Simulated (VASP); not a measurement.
# Be2Cd2S in VASP: a series of runs

The runs below take Be2Cd2S through relaxation of cell and atoms, with PBE.

All numbers are computed with VASP 6.6.1; they aren't measurements. Logs are shortened: lines on timing, memory, paths and dates and some standing lists are left out, and cuts for length are marked.

## (1) The cell of the first run

It takes space group Pm (No. 6, monoclinic). The conventional cell has a = 3.407 Å, b = 3.356 Å, c = 7.835 Å, α = 90.00°, β = 90.44°, γ = 90.00°. Within 2.8 Å of Be (site symmetry m) lie 2 S at 2.11 to 2.12 Å and 4 Be at 2.39 Å and 2 Cd at 2.56 Å. Within 2.8 Å of Be (site symmetry m) lie 2 S at 2.11 Å and 4 Be at 2.39 Å and 2 Cd at 2.56 Å. Within 3.5 Å of Cd (site symmetry m) lie 4 Be at 2.56 Å and 8 Cd at 2.96 to 3.41 Å. Cd (site symmetry m) has 1 S at 2.90 Å and 8 Cd at 2.96 to 3.41 Å within 3.8 Å. Within 3.0 Å of S (site symmetry m) lie 4 Be at 2.11 to 2.12 Å and 1 Cd at 2.90 Å.

## (2) Relaxation of cell and atoms, PBE

Contents of INCAR:

```
SYSTEM = Be2Cd2S
PREC = Accurate
ENCUT = 600
EDIFF = 1E-6
ISMEAR = 0
SIGMA = 0.1
LREAL = .False.
LASPH = .True.
NELM = 60
ALGO = Normal
ISIF = 3
LWAVE = .False.
LCHARG = .False.
GGA = PE
IBRION = 2
NSW = 90
EDIFFG = -0.04
```

Contents of KPOINTS:

```
Automatic mesh
0
Gamma
  6 6 2
  0 0 0
```

Contents of POSCAR:

```
Be2Cd2S
1.0
    3.4072205626      0.0000000000      0.0000000000
    0.0000000000      3.3562519932      0.0000000000
   -0.0608207355      0.0000000000      7.8347699151
Be Cd S
2 2 1
Direct
    0.4978121690      0.5000000000      0.7440958225
    0.9981629798      0.0000000000      0.7471621108
    0.5023918156      0.0000000000      0.9908456773
    0.0063660146      0.5000000000      0.2138003225
    0.9952670210      0.5000000000      0.5842875169
```

Potentials or basis: VASP PAW PBE potentials, release 64 (Be, Cd, S).

The run is started by

```
> cat potpaw_PBE.64/Be/POTCAR potpaw_PBE.64/Cd/POTCAR potpaw_PBE.64/S/POTCAR > POTCAR
> mpirun -np 1 vasp_std > vasp.out
```

OUTCAR:

```text
SYSTEM = Be2Cd2S
   PREC = Accurate
   ENCUT = 600
   EDIFF = 1E-6
   ISMEAR = 0
   LREAL = .False.
   LASPH = .True.
   NELM = 60
   ISIF = 3
   GGA = PE
   IBRION = 2
   NSW = 90
   EDIFFG = -0.04

 ion  position               nearest neighbor table
   1  0.498  0.500  0.744-   5 2.11   5 2.12   3 2.56   3 2.56
   2  0.998  0.000  0.747-   5 2.11   5 2.11   3 2.56   3 2.56
   3  0.502  0.000  0.991-   2 2.56   2 2.56   1 2.56   1 2.56   4 2.96   4 2.96   4 2.96   4 2.96

   4  0.006  0.500  0.214-   5 2.90   3 2.96   3 2.96   3 2.96   3 2.96
   5  0.995  0.500  0.584-   2 2.11   2 2.11   1 2.11   1 2.12   4 2.90

  LATTYP: Found a simple monoclinic cell.
 ALAT       =     3.4072205626
 B/A-ratio  =     0.9850410126
 C/A-ratio  =     2.2995300248
 COS(beta)  =    -0.0077626916

  Lattice vectors:

 A1 = (   3.4072205626,   0.0000000000,   0.0000000000)
 A2 = (   0.0000000000,   3.3562519932,   0.0000000000)
 A3 = (  -0.0608207355,   0.0000000000,   7.8347699151)

Analysis of symmetry for initial positions (statically):
=====================================================================
 Subroutine PRICEL returns:
 Original cell was already a primitive cell.

 Routine SETGRP: Setting up the symmetry group for a
 simple monoclinic supercell.

 Subroutine GETGRP returns: Found  2 space group operations
 (whereof  2 operations were pure point group operations)
 out of a pool of  4 trial point group operations.

The static configuration has the point symmetry C_1h.

Analysis of symmetry for dynamics (positions and initial velocities):
=====================================================================
 Subroutine PRICEL returns:
 Original cell was already a primitive cell.

 Routine SETGRP: Setting up the symmetry group for a
 simple monoclinic supercell.

 Subroutine GETGRP returns: Found  2 space group operations
 (whereof  2 operations were pure point group operations)
 out of a pool of  4 trial point group operations.

The dynamic configuration has the point symmetry C_1h.

 Subroutine INISYM returns: Found  2 space group operations
 (whereof  2 operations are pure point group operations),
 and found     1 'primitive' translations

----------------------------------------------------------------------------------------

                                     Primitive cell

  volume of cell :      89.5944

  direct lattice vectors                    reciprocal lattice vectors
     3.407220563  0.000000000  0.000000000     0.293494355  0.000000000  0.002278375
     0.000000000  3.356251993  0.000000000     0.000000000  0.297951406  0.000000000
    -0.060820736  0.000000000  7.834769915     0.000000000  0.000000000  0.127636167

  length of vectors
     3.407220563  3.356251993  7.835005985     0.293503198  0.297951406  0.127636167

  position of ions in fractional coordinates (direct lattice)
     0.497812169  0.500000000  0.744095823
     0.998162980  0.000000000  0.747162111
     0.502391816  0.000000000  0.990845677
     0.006366015  0.500000000  0.213800322
     0.995267021  0.500000000  0.584287517

  ion indices of the primitive-cell ions
   primitive index   ion index
                 1           1
                 2           2
                 3           3
                 4           4
                 5           5

----------------------------------------------------------------------------------------

 KPOINTS: Automatic mesh

Automatic generation of k-mesh.
 Grid dimensions read from file:
 generate k-points for:    6    6    2

 Generating k-lattice:

  Cartesian coordinates                     Fractional coordinates (reciprocal lattice)
     0.048915726  0.000000000  0.000379729     0.166666667  0.000000000  0.000000000
     0.000000000  0.049658568  0.000000000     0.000000000  0.166666667  0.000000000
     0.000000000  0.000000000  0.063818083     0.000000000  0.000000000  0.500000000

  Length of vectors
     0.048917200  0.049658568  0.063818083

  Shift w.r.t. Gamma in fractional coordinates (k-lattice)
     0.000000000  0.000000000  0.000000000

 Subroutine IBZKPT returns following result:
 ===========================================

 Found     32 irreducible k-points:

 Following reciprocal coordinates:
            Coordinates               Weight
  0.000000  0.000000  0.000000      1.000000
  0.166667  0.000000 -0.000000      2.000000
  0.333333  0.000000  0.000000      2.000000
  0.500000  0.000000 -0.000000      1.000000
  0.000000  0.166667  0.000000      2.000000
  0.166667  0.166667 -0.000000      4.000000
[... 16 lines left out ...]
  0.333333  0.166667  0.500000      4.000000
  0.500000  0.166667  0.500000      2.000000
 [... further k-points ...]
   k-points           NKPTS =     32   k-points in BZ     NKDIM =     32   number of bands    NBANDS=     21
   number of dos      NEDOS =    301   number of ions     NIONS =      5
   total plane-waves  NPLWV =  50176
   dimension x,y,z NGX =    28 NGY =   28 NGZ =   64
   dimension x,y,z NGXF=    56 NGYF=   56 NGZF=  128
   ions per type =               2   2   1
   NGX,Y,Z   is equivalent  to a cutoff of  13.66, 13.87, 13.58 a.u.
   NGXF,Y,Z  is equivalent  to a cutoff of  27.32, 27.74, 27.16 a.u.
 SYSTEM =  Be2Cd2S
   PREC   = accura    normal or accurate (medium, high low for compatibility)
   ISTART =      0    job   : 0-new  1-cont  2-samecut
   ICHARG =      2    charge: 1-file 2-atom 10-const
   ISPIN  =      1    spin polarized calculation?
   LNONCOLLINEAR =      F non collinear calculations
   LSORBIT =      F    spin-orbit coupling
   LASPH  =      T    aspherical Exc in radial PAW
   ENCUT  =  600.0 eV  44.10 Ry    6.64 a.u.   6.81  6.70 15.65*2*pi/ulx,y,z
   NELM   =     60;   NELMIN=  2; NELMDL= -5     # of ELM steps
   EDIFF  = 0.1E-05   stopping-criterion for ELM
   LREAL  =      F    real-space projection
   EDIFFG = -.4E-01   stopping-criterion for IOM
   NSW    =     90    number of steps for IOM
   IBRION =      2    ionic relax: 0-MD 1-quasi-New 2-CG
   NFREE  =      1    steps in history (QN), initial steepest desc. (CG)
   ISIF   =      3    stress and relaxation
   ISYM   =      2    0-nonsym 1-usesym 2-fastsym
   POTIM  = 0.5000    time-step for ionic-motion
   TEBEG  =    0.0;   TEEND  =   0.0 temperature during run
   PSTRESS=    0.0 pullay stress
   NELECT =      34.0000    total number of electrons
   NUPDOWN=      -1.0000    fix difference up-down
   EMIN   =  10.00;   EMAX   =-10.00  energy-range for DOS
   EFERMI =   0.00;   METHOD = LEGACY
   ISMEAR =     0;   SIGMA  =   0.10  broadening in eV -4-tet -1-fermi 0-gaus
   EFERMI_NEDOS =   21; number of points for ismear=-14 and -15
   IALGO  =     38    algorithm
   IMIX   =      4    mixing-type and parameters
     AMIX     =   0.40;   BMIX     =  1.00
     AMIX_MAG =   1.60;   BMIX_MAG =  1.00
  volume/ion in A,a.u.               =      17.92       120.92
  Fermi-wavevector in a.u.,A,eV,Ry     =   1.185243  2.239785 19.113482  1.404801
  Thomas-Fermi vector in A             =   2.321441
   LORBIT       =      0    0 simple, 1 ext, 2 COOP (PROOUT), +10 PAW based schemes
   GGA     = PE    functional components
   LHFCALC =     F    Hartree Fock is set to
   AEXX    =    0.0000 exact exchange contribution
   IVDW    =     0    specifies the selected vdW correction
   LEPSILON=     F    determine dielectric tensor
   LRPA    =     F    only Hartree local field effects (RPA)
 conjugate gradient relaxation of ions
 non-spin polarized calculation
 Gauss-broadening in eV      SIGMA  =   0.10
  energy-cutoff  :      600.00
  volume of cell :       89.59
 maximum number of plane-waves:      3032
 NGX is ok and might be reduce to    28
   NGX = 13   NGY = 13   NGZ = 31

--------------------------------------- Ionic step        1  -------------------------------------------

 number of electron      33.9999995 magnetization

 Free energy of the ion-electron system (eV)
  ---------------------------------------------------
  ext. energy  EPLUGINS =         0.00000000
  ---------------------------------------------------
  free energy    TOTEN  =       -13.58026065 eV

  energy without entropy =      -13.57360500  energy(sigma->0) =      -13.57693282

------------------------ aborting loop because EDIFF is reached ----------------------------------------

  FORCE on cell =-STRESS in cart. coord.  units (eV):
  Direction    XX          YY          ZZ          XY          YZ          ZX
  --------------------------------------------------------------------------------------
  -------------------------------------------------------------------------------------
  Total       -0.2308102      0.4752064      0.3123524      0.0000000      0.0000000      0.0340179
  in kB       -4.1274758      8.4979041      5.5856580      0.0000000      0.0000000      0.6083276
  external PRESSURE =       3.3186954 kB  Pullay stress =       0.0000000 kB
[... 102 lines left out ...]
  energy  without entropy=      -13.5770368723  energy(sigma->0) =      -13.58024224

--------------------------------------- Ionic step        4  -------------------------------------------

 number of electron      33.9999994 magnetization

 Free energy of the ion-electron system (eV)
  ---------------------------------------------------
  ext. energy  EPLUGINS =         0.00000000
  ---------------------------------------------------
  free energy    TOTEN  =       -13.58442706 eV

  energy without entropy =      -13.57805618  energy(sigma->0) =      -13.58124162

 E-fermi :   4.1969     XC(G=0):  -9.8524

 val. band max:        4.0420224826   @ k =   0.5000   0.3333   0.5000
 cond. band min:       4.2103062522   @ k =   0.1667   0.0000  -0.0000
 fundamental gap:      0.1682837697
 Fermi energy:         4.1968642664

 k-point     1 :       0.0000    0.0000    0.0000
  band No.  band energies     occupation
      1     -11.8362      2.00000
      2      -5.8693      2.00000
      3      -5.7456      2.00000
      4      -5.4593      2.00000
      5      -5.4548      2.00000
      6      -5.2068      2.00000
[... 550 lines left out ...]
      5      -5.4943      2.00000
      6      -5.3986      2.00000
[... 13 lines left out ...]
     20       6.3988      0.00000
     21       7.6809      0.00000

 [... further k-points ...]

------------------------ aborting loop because EDIFF is reached ----------------------------------------

  FORCE on cell =-STRESS in cart. coord.  units (eV):
  Direction    XX          YY          ZZ          XY          YZ          ZX
  --------------------------------------------------------------------------------------
  -------------------------------------------------------------------------------------
  Total       -0.0486052     -0.0791953      0.0567339      0.0000000      0.0000000      0.0105760
  in kB       -0.8643829     -1.4083911      1.0089432      0.0000000      0.0000000      0.1880816
  external PRESSURE =      -0.4212769 kB  Pullay stress =       0.0000000 kB
[... 20 lines left out ...]
  FREE ENERGIE OF THE ION-ELECTRON SYSTEM (eV)
  ---------------------------------------------------
  free  energy   TOTEN  =       -13.5844270598 eV

  energy  without entropy=      -13.5780561788  energy(sigma->0) =      -13.58124162

 reached required accuracy - stopping structural energy minimisation
```

Run time: 7.3 min. Hardware: 1 thread of Intel Xeon 8259CL, shared host; peak memory 0.27 GiB.

Results:

```
Free energy                           : -13.5844 eV
Relaxed volume                        : 18.02 Å³/atom
Relaxed cell                          : a = 3.384 Å, b = 3.381 Å, c = 7.874 Å, α = 90.00°, β = 90.35°, γ = 90.00°
Space group after relaxing (to 0.1 Å) : P4mm (No. 99)
Energy gained by relaxing             : 0.8 meV/atom
Ionic steps                           : 4
Pressure after relaxing               : 0.0 GPa
Largest force after relaxing          : 0.038 eV/Å
Band gap on the k mesh                : zero (bands 17 and 18 overlap by 2.40 eV)
```

Forces on the atoms (eV/Å):
```
Be   0.000  0.000  0.034
Be   0.001  0.000 -0.038
Cd  -0.004  0.000 -0.022
Cd  -0.007  0.000  0.030
S    0.010  0.000 -0.004
```

The path:
| step | energy change (eV) | largest force (eV/Å) | pressure (GPa) | volume (Å³) |
| --- | --- | --- | --- | --- |
| 1 | 0.0000 | 0.0656 | 0.33 | 89.59 |
| 2 | -0.0028 | 0.0655 | -0.06 | 90.08 |
| 3 | -0.0032 | 0.0758 | -0.24 | 90.33 |
| 4 | -0.0042 | 0.0382 | -0.04 | 90.09 |

Final structure:
```yaml
crystal:
  lattice:
    - [3.38386, 0.00000, 0.00265]
    - [0.00000, 3.38143, 0.00000]
    - [-0.05432, 0.00000, 7.87356]
  atoms:
    - { symbol: Be, position: [0.49776, 0.50000, 0.74428] }
    - { symbol: Be, position: [0.99809, 0.00000, 0.74614] }
    - { symbol: Cd, position: [0.50225, 0.00000, 0.99084] }
    - { symbol: Cd, position: [0.00618, 0.50000, 0.21475] }
    - { symbol: S, position: [0.99572, 0.50000, 0.58418] }
```

Caveat: the k points lie up to 0.40 Å⁻¹ apart in the final cell, too coarse for converged energies and pressures of a metal.

(Continued in part 2 of 2.)

The gap in the log of VASP goes by the Fermi energy; the results here count the filled bands.